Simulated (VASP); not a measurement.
The system is TePb.

```
Te Pb
1.0
     0.00000    3.26786    3.32308
     3.26786    0.00000    3.32308
     3.26786    3.26786    0.00000
Te Pb
1 1
Direct
  0.50000 0.50000 0.50000
  0.00000 0.00000 0.00000
```

This cell differs from its parent crystal: uniaxial z strain +1.7%.

Base run:

```yaml
Program: VASP 6.6.1
Functional: PBE
Potentials_or_basis: VASP PAW PBE potentials, release 64 (Te, Pb_d)
Cutoff: 520 eV
k_mesh: 4 × 4 × 4
Occupations: gaussian, width 0.01 eV
Spin: no spin polarisation
```

Its results: band gap on the k mesh 0.82 eV, direct; pressure -0.1 GPa.

**Question.** The run is repeated on the same cell with these changes: functional from PBE to r2SCAN; k mesh from 4 × 4 × 4 to 8 × 8 × 8. What comes out?

**Answer.** Band gap on the k mesh 1.11 eV, direct; pressure -0.7 GPa.

Several settings changed at once, so the effect can't be laid on one alone.

Caveats: spin-orbit coupling is left out, which moves the levels of the heavy elements; the PAW data sets were made with another functional, which shifts forces and pressure a little (some runs).

A k mesh can miss the band edges.
